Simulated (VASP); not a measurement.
# CuSbF6 (P4/mmm) in VASP: single point with r2SCAN+rVV10

Aim: the single point of CuSbF6 with r2SCAN+rVV10.

All numbers are computed with VASP 6.6.1; they aren't measurements. Logs are shortened: lines on timing, memory, paths and dates and some standing lists are left out, and cuts for length are marked.

### 1 The cell of the first run

The structure is tetragonal, space group P4/mmm (No. 123). Conventional cell: a = 3.453 Å, b = 3.453 Å, c = 6.577 Å, α = 90.00°, β = 90.00°, γ = 90.00°. Within 3.2 Å of Cu (site symmetry 4/mmm) lie 12 F at 2.44 to 2.53 Å. Within 3.0 Å of F (site symmetry 4/mmm) lie 8 F at 2.25 Å and 4 Sb at 2.44 Å. F (site symmetry 4/mmm) has 4 Cu at 2.44 Å and 8 F at 2.53 Å within 3.2 Å. Within 3.0 Å of F (site symmetry 2mm) lie 9 F at 2.25 to 2.89 Å and 2 Sb at 2.25 Å and 2 Cu at 2.53 Å. Within 3.0 Å of Sb (site symmetry 4/mmm) lie 12 F at 2.25 to 2.44 Å.

### 2 Single point, r2SCAN+rVV10

File POSCAR:

```
CuSbF6
1.0
    3.4525746043      0.0000000000      0.0000000000
    0.0000000000      3.4525746043      0.0000000000
    0.0000000000      0.0000000000      6.5768353111
Cu F Sb
1 6 1
Direct
    0.5000000000      0.5000000000      0.5000000000
    0.5000000000      0.5000000000      0.0000000000
    0.0000000000      0.0000000000      0.5000000000
    0.0000000000      0.5000000000      0.2195738120
    0.5000000000      0.0000000000      0.7804261880
    0.5000000000      0.0000000000      0.2195738120
    0.0000000000      0.5000000000      0.7804261880
    0.0000000000      0.0000000000      0.0000000000
```

File INCAR.step1:

```
PREC     = Accurate       # precision mode
ENCUT    = 520            # plane-wave cutoff, eV
ISMEAR   = -1             # smearing method
SIGMA    = 0.03           # smearing width, eV
LREAL    = F              # projectors in reciprocal space
LASPH    = T              # aspherical terms in the spheres
NELM     = 100            # most SCF steps
NBANDS   = 39             # bands
GGA      = PE             # functional
ALGO     = Normal         # electronic algorithm
EDIFF    = 1E-4           # SCF threshold, eV
LWAVE    = T              # write WAVECAR
LCHARG   = F              # write CHGCAR
```

File INCAR.step2:

```
PREC     = Accurate       # precision mode
ENCUT    = 520            # plane-wave cutoff, eV
EDIFF    = 1E-6           # SCF threshold, eV
ISMEAR   = -1             # smearing method
SIGMA    = 0.03           # smearing width, eV
LREAL    = F              # projectors in reciprocal space
LASPH    = T              # aspherical terms in the spheres
NELM     = 100            # most SCF steps
ALGO     = Normal         # electronic algorithm
ISIF     = 2              # what is computed and relaxed
LWAVE    = F              # write WAVECAR
LCHARG   = F              # write CHGCAR
METAGGA  = R2SCAN         # meta-GGA
LMIXTAU  = T            
LUSE_VDW = T            
IVDW_NL  = 2            
BPARAM   = 11.95        
CPARAM   = 0.0093       
NBANDS   = 39             # bands
ISTART   = 1
```

File KPOINTS:

```
Automatic mesh
0
Gamma
  6 6 4
```

Potentials or basis: VASP PAW PBE potentials, release 64 (Cu, F, Sb).

The run is started by

```
cat potpaw_PBE.64/Cu/POTCAR potpaw_PBE.64/F/POTCAR potpaw_PBE.64/Sb/POTCAR > POTCAR
cp INCAR.step1 INCAR
mpirun -np 1 vasp_std > vasp.out
cp INCAR.step2 INCAR
mpirun -np 1 vasp_std > vasp.out
```

OUTCAR:

```text
PREC = Accurate
   ENCUT = 520
   EDIFF = 1E-6
   ISMEAR = -1
   LREAL = F
   LASPH = T
   NELM = 100
   ISIF = 2
   METAGGA = R2SCAN
   IVDW_NL = 2
   BPARAM = 11.95
   ISTART = 1

 ion  position               nearest neighbor table
   1  0.500  0.500  0.500-
   2  0.500  0.500  0.000-   8 2.44   8 2.44   8 2.44   8 2.44
   3  0.000  0.000  0.500-
   4  0.000  0.500  0.220-   8 2.25   8 2.25
   5  0.500  0.000  0.780-   8 2.25   8 2.25
   6  0.500  0.000  0.220-   8 2.25   8 2.25
   7  0.000  0.500  0.780-   8 2.25   8 2.25
   8  0.000  0.000  0.000-   4 2.25   5 2.25   6 2.25   7 2.25   4 2.25   7 2.25   5 2.25   6 2.25
                             2 2.44   2 2.44   2 2.44   2 2.44

  LATTYP: Found a simple tetragonal cell.
 ALAT       =     3.4525746043
 C/A-ratio  =     1.9049075154

  Lattice vectors:

 A1 = (   3.4525746043,   0.0000000000,   0.0000000000)
 A2 = (   0.0000000000,   3.4525746043,   0.0000000000)
 A3 = (   0.0000000000,   0.0000000000,   6.5768353111)

Analysis of symmetry for initial positions (statically):
=====================================================================
 Subroutine PRICEL returns:
 Original cell was already a primitive cell.

 Routine SETGRP: Setting up the symmetry group for a
 simple tetragonal supercell.

 Subroutine GETGRP returns: Found 16 space group operations
 (whereof 16 operations were pure point group operations)
 out of a pool of 16 trial point group operations.

The static configuration has the point symmetry D_4h.

Analysis of symmetry for dynamics (positions and initial velocities):
=====================================================================
 Subroutine PRICEL returns:
 Original cell was already a primitive cell.

 Routine SETGRP: Setting up the symmetry group for a
 simple tetragonal supercell.

 Subroutine GETGRP returns: Found 16 space group operations
 (whereof 16 operations were pure point group operations)
 out of a pool of 16 trial point group operations.

The dynamic configuration has the point symmetry D_4h.

 Subroutine INISYM returns: Found 16 space group operations
 (whereof 16 operations are pure point group operations),
 and found     1 'primitive' translations

----------------------------------------------------------------------------------------
[... 103 lines left out ...]
   ENCUT  =  520.0 eV  38.22 Ry    6.18 a.u.   6.42  6.42 12.23*2*pi/ulx,y,z
   NELM   =    100;   NELMIN=  2; NELMDL=  0     # of ELM steps
   EDIFF  = 0.1E-05   stopping-criterion for ELM
   LREAL  =      F    real-space projection
   EDIFFG = 0.1E-04   stopping-criterion for IOM
   NSW    =      0    number of steps for IOM
   IBRION =     -1    ionic relax: 0-MD 1-quasi-New 2-CG
   NFREE  =      0    steps in history (QN), initial steepest desc. (CG)
   ISIF   =      2    stress and relaxation
   ISYM   =      2    0-nonsym 1-usesym 2-fastsym
   POTIM  = 0.5000    time-step for ionic-motion
   TEBEG  =    0.0;   TEEND  =   0.0 temperature during run
   PSTRESS=    0.0 pullay stress
   NELECT =      58.0000    total number of electrons
   NUPDOWN=      -1.0000    fix difference up-down
   EMIN   =  10.00;   EMAX   =-10.00  energy-range for DOS
   EFERMI =   0.00;   METHOD = LEGACY
   ISMEAR =    -1;   SIGMA  =   0.03  broadening in eV -4-tet -1-fermi 0-gaus
   EFERMI_NEDOS =   21; number of points for ismear=-14 and -15
   IALGO  =     38    algorithm
   IMIX   =      4    mixing-type and parameters
     AMIX     =   0.40;   BMIX     =  1.00
     AMIX_MAG =   1.60;   BMIX_MAG =  1.00
  volume/ion in A,a.u.               =       9.80        66.13
  Fermi-wavevector in a.u.,A,eV,Ry     =   1.480641  2.798006 29.828025  2.192298
  Thomas-Fermi vector in A             =   2.594650
   LORBIT       =      0    0 simple, 1 ext, 2 COOP (PROOUT), +10 PAW based schemes
   METAGGA = R2SCAN    functional components
   LHFCALC =     F    Hartree Fock is set to
   AEXX    =    0.0000 exact exchange contribution
   IVDW_NL    =     2    kernel type
   BPARAM     =11.9500
   IVDW    =     0    specifies the selected vdW correction
   LEPSILON=     F    determine dielectric tensor
   LRPA    =     F    only Hartree local field effects (RPA)
 non-spin polarized calculation
  energy-cutoff  :      520.00
  volume of cell :       78.40
 maximum number of plane-waves:      2136
 NGX is ok and might be reduce to    28
   NGX = 13   NGY = 13   NGZ = 25

 number of electron      57.9999940 magnetization

 Free energy of the ion-electron system (eV)
  ---------------------------------------------------
  ext. energy  EPLUGINS =         0.00000000
  ---------------------------------------------------
  free energy    TOTEN  =       -64.70072326 eV

  energy without entropy =      -64.66956766  energy(sigma->0) =      -64.68514546

 E-fermi :   3.9016     XC(G=0): -12.1805

 val. band max:        3.8995818834   @ k =   0.3333   0.0000   0.0000
 cond. band min:       3.9069661562   @ k =   0.5000   0.3333   0.2500
 fundamental gap:      0.0073842728
 Fermi energy:         3.9016199817

 k-point     1 :       0.0000    0.0000    0.0000
  band No.  band energies     occupation
      1     -21.4110      2.00000
      2     -20.4365      2.00000
      3     -19.1489      2.00000
      4     -19.0705      2.00000
      5     -18.5023      2.00000
      6     -17.8548      2.00000
[... 997 lines left out ...]
     38      18.4495      0.00000
     39      20.0454      0.00000

 [... further k-points ...]
[... 5 lines left out ...]
  --------------------------------------------------------------------------------------
  -------------------------------------------------------------------------------------
  Total       -0.6169516     -0.6169516     -0.5820101      0.0000000      0.0000000      0.0000000
  in kB      -12.6083592    -12.6083592    -11.8942761      0.0000000      0.0000000      0.0000000
  external PRESSURE =     -12.3703315 kB  Pullay stress =       0.0000000 kB

 VOLUME and BASIS-vectors are now :
 -----------------------------------------------------------------------------
  energy-cutoff  :      520.00
  volume of cell :       78.40
      direct lattice vectors                 reciprocal lattice vectors
     3.452574604  0.000000000  0.000000000     0.289638926  0.000000000  0.000000000
     0.000000000  3.452574604  0.000000000     0.000000000  0.289638926  0.000000000
     0.000000000  0.000000000  6.576835311     0.000000000  0.000000000  0.152048813

 POSITION                                       TOTAL-FORCE (eV/Angst)
 -----------------------------------------------------------------------------------
      1.72629      1.72629      3.28842        -0.000000      0.000000      0.000000
      1.72629      1.72629      0.00000        -0.000000      0.000000      0.000000
      0.00000      0.00000      3.28842        -0.000000      0.000000      0.000000
      0.00000      1.72629      1.44410        -0.000000      0.000000     -0.025914
      1.72629      0.00000      5.13273         0.000000      0.000000      0.025914
      1.72629      0.00000      1.44410        -0.000000      0.000000     -0.025914
      0.00000      1.72629      5.13273         0.000000      0.000000      0.025914
      0.00000      0.00000      0.00000        -0.000000      0.000000      0.000000
 -----------------------------------------------------------------------------------
    total drift:                                0.000000      0.000000      0.000000

  FREE ENERGIE OF THE ION-ELECTRON SYSTEM (eV)
  ---------------------------------------------------
  free  energy   TOTEN  =       -64.7007232557 eV

  energy  without entropy=      -64.6695676643  energy(sigma->0) =      -64.68514546
```

It took 18 min on 1 thread of AMD EPYC, shared host; peak memory 0.37 GiB.

Results:

| Quantity | Value |
| --- | --- |
| Free energy | -64.7007 eV |
| Pressure | -1.2 GPa |
| Largest force | 0.026 eV/Å |
| Band gap on the k mesh | zero (band 29 reaches 4.08 eV, above the bottom of band 30 at 3.51 eV) |

Forces on the atoms (eV/Å):
```
Cu   0.000  0.000  0.000
F    0.000  0.000  0.000
F    0.000  0.000  0.000
F    0.000  0.000 -0.026
F    0.000  0.000  0.026
F    0.000  0.000 -0.026
F    0.000  0.000  0.026
Sb   0.000  0.000  0.000
```

Levels at points of the mesh, in eV from the Fermi level:
```tsv
k point	band 27	band 28	band 29	band 30	band 31	band 32
(0.00, 0.00, 0.00)	-0.65	-0.56	-0.39	-0.39	4.56	5.31
(0.50, 0.00, 0.00)	-0.33	-0.09	0.17	0.54	5.55	6.64
(0.50, 0.50, 0.00)	-0.38	-0.38	-0.34	-0.29	6.03	7.19
(0.00, 0.00, 0.50)	-0.53	-0.30	-0.30	-0.15	3.89	5.63
(0.50, 0.00, 0.50)	-0.29	-0.05	0.17	0.60	5.70	6.62
(0.50, 0.50, 0.50)	-0.34	-0.34	-0.28	0.06	6.10	7.28
```

Caveat: the PAW data sets were made with another functional, which shifts forces and pressure a little; spin-orbit coupling is left out, which moves the levels of the heavy elements; semilocal functionals often make such compounds metallic where correlation or magnetic order opens a gap, which also shifts bond lengths. With open d or f shells a metallic result of r2SCAN can be an artefact of self-interaction; +U or a hybrid may open a gap.
